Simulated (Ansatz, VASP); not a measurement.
# ZrB2 in VASP and in Ansatz

```
Zr B
1.0
     3.24950    0.00000    0.00000
    -1.62475    2.81415    0.00000
     0.00000    0.00000    3.38990
Zr B
1 2
Cartesian
  0.0000 0.0000 0.0000
  0.0000 1.8761 1.6949
  1.6248 0.9380 1.6949
```

Alike in both runs: task single point; functional PBEsol; k mesh 15 × 15 × 12; occupations gaussian, width 0.15 eV; no spin polarisation.

|  | VASP | Ansatz |
| --- | --- | --- |
| version | VASP 6.6.1 | Ansatz 0.2.0 |
| potentials or method | VASP PAW PBE potentials, release 64 (Zr_sv, B), cutoff 520 eV | scalar-relativistic, plane waves, PAW |
| valence electrons in the cell | 18 | 18 |

|  | VASP | Ansatz | Ansatz less VASP |
| --- | --- | --- | --- |
| gap on the k mesh at the Fermi level (eV) | none | none | - |
| pressure (GPa) | -6.2 | -6.6 | -0.33 |
| traceless stress, the component that is largest in VASP (GPa) | 13.89 | 13.89 | 0.000 |

VASP's potentials were made for PBE, not for PBEsol. A gap of «none» marks a metal or a gap that the smearing closes. With one functional, cell and mesh, what is left measures potentials, basis and numerics.
